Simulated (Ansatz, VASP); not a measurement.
## H4C2O in VASP and in Ansatz

```xyz
28
Lattice="8.5690 0.0000 0.0000 0.0000 8.5690 0.0000 0.0000 0.0000 8.5690" Properties=species:S:1:pos:R:3 pbc="T T T"
O     5.0701    0.0649   -0.2847
O     4.9745    7.4256    2.6515
O     1.9163    7.4511    4.9150
O    -0.0022    4.1559    5.9912
C     6.0974    0.5539   -0.2825
C     4.8076    8.4120    3.1940
C     1.6939    6.8801    3.9572
C    -0.4251    4.8939    5.2360
C     3.4107    3.9448    4.9012
C     0.4145    4.6644    0.9379
C     5.1350    3.5204    1.6255
C     0.8050    1.2626    2.6113
H     2.9884    4.2021    5.8804
H     4.4403    4.3142    4.8358
H     2.8086    4.4071    4.1054
H     3.4051    2.8537    4.7692
H     1.2613    4.5215    1.6181
H    -0.3681    5.2297    1.4550
H     0.0216    3.6892    0.6271
H     0.7473    5.2244    0.0561
H     4.1998    3.1531    2.0757
H     5.7205    4.0650    2.3797
H     4.9057    4.1927    0.7912
H     5.7273    2.6682    1.2564
H     1.6725    1.2759    3.2799
H     0.2805    0.3078    2.7120
H     1.1384    1.3837    1.5753
H     0.1265    2.0789    2.8758
```

Alike in both runs: functional PBE; dispersion D3(BJ); k mesh 1 × 1 × 1; occupations fermi-dirac, width 0.02 eV; no spin polarisation.

Ansatz relaxed the structure, and its values are those at the end. VASP's run is a single point on that final structure, the one shown.

```csv
,VASP,Ansatz
version,VASP 6.6.1,Ansatz 0.2.0
potentials or method,"VASP PAW PBE potentials, release 64 (O_h, C_h, H_h), cutoff 910 eV","scalar-relativistic, plane waves, PAW"
valence electrons in the cell,72,72
```

|  | VASP | Ansatz | Ansatz less VASP |
| --- | --- | --- | --- |
| rms of the force components (eV/Å) | 0.090 | 0.100 | +0.0099 |

Noted on VASP's run: the cutoff is short for stress, so the pressure is rough.
